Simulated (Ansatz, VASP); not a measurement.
**K: VASP beside Ansatz**

```
K
1.0
     4.31044    0.00000    0.00000
     0.00000    4.31044    0.00000
     0.00000    0.00000    4.31044
K
1
Direct
  0.00000 0.00000 0.00000
```

Alike in both runs: task single point; functional r2SCAN; k mesh 7 × 7 × 7; occupations methfessel-paxton of order 1, width 0.3 eV; no spin polarisation.

|  | VASP | Ansatz |
| --- | --- | --- |
| version | VASP 6.6.1 | Ansatz 0.2.0 |
| potentials or method | VASP PAW PBE potentials, release 64 (K_sv), cutoff 520 eV | plane waves, PAW |
| valence electrons in the cell | 9 | 9 |

```csv
,VASP,Ansatz,Ansatz less VASP
pressure (GPa),0.0,0.0,+0.01
```

VASP's potentials were made for PBE, not for r2SCAN.
